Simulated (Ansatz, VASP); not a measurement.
Hf in VASP and in Ansatz

File INCAR:

```
SYSTEM = Hf
ALGO = Normal ; DIPOL = 0.5 0.5 0.500
EDIFF = 1E-7 ; ENCUT = 520
GGA = PS ; IDIPOL = 3
ISIF = 2 ; ISMEAR = -1
LASPH = .TRUE. ; LCHARG = .TRUE.
LDIPOL = .TRUE. ; LELF = .TRUE.
LREAL = .FALSE. ; LVACPOTAV = .TRUE.
LVHAR = .TRUE. ; LWAVE = .FALSE.
NBANDS = 39 ; NELM = 100
PREC = Accurate ; SIGMA = 0.08
```

File KPOINTS:

```
k-points
0
G
  12 12 1
  0 0 0
```

The input POSCAR:

```
Hf
1.0
    3.1584504466      0.0000000000      0.0000000000
   -1.5792252233      2.7352983234      0.0000000000
    0.0000000000      0.0000000000     28.5045000000
Hf
6
Direct
    0.8333333330      0.1666666670      0.2806574043
    0.1666666670      0.8333333330      0.3683944426
    0.8333333330      0.1666666670      0.4561314809
    0.1666666670      0.8333333330      0.5438685191
    0.8333333330      0.1666666670      0.6316055574
    0.1666666670      0.8333333330      0.7193425957
```

Input for Ansatz:

```yaml
crystal:
  lattice:
    - [3.1584504466, 0.0, 0.0]
    - [-1.5792252233, 2.7352983234, 0.0]
    - [0.0, 0.0, 28.5045]
  atoms:
    - { symbol: Hf, position: [0.833333333, 0.166666667, 0.2806574043] }
    - { symbol: Hf, position: [0.166666667, 0.833333333, 0.3683944426] }
    - { symbol: Hf, position: [0.833333333, 0.166666667, 0.4561314809] }
    - { symbol: Hf, position: [0.166666667, 0.833333333, 0.5438685191] }
    - { symbol: Hf, position: [0.833333333, 0.166666667, 0.6316055574] }
    - { symbol: Hf, position: [0.166666667, 0.833333333, 0.7193425957] }
kpoints:
  mp_grid: { grid: [12, 12, 1] }
scf:
  occupations: { method: fermi_dirac, width: 0.08 }
hamiltonian:
  xc: pbesol
  pseudopotentials: { kind: paw }
output:
  forces: true
  stress: true
  eigenvalues: true
  populations: true
efield:
  axis: 3
  amplitude: 0
  dipole_correction: true
```

Alike in both runs: task single point; functional PBEsol; k mesh 12 × 12 × 1; occupations fermi-dirac, width 0.08 eV; no spin polarisation.

```csv
,VASP,Ansatz
version,VASP 6.6.1,Ansatz 0.2.0
potentials or method,"VASP PAW PBE potentials, release 64 (Hf_pv)","PAW with Ansatz's default frozen-core files, scalar-relativistic"
plane-wave cutoff (eV),520,420
valence electrons in the cell,60,156
```

VASP gave:

* rms of the force components (eV/Å): 0.329

**Question.** Which values does Ansatz return?

**Answer.** rms of the force components (eV/Å): 0.320.

VASP's potentials were made for PBE, not for PBEsol. Atom by atom the forces differ by 0.012 eV/Å (rms over components). VASP's potentials hold 60 valence electrons a cell and Ansatz's 156, so a difference there can come from the potentials and not from the codes.

Spin-orbit coupling is off throughout.
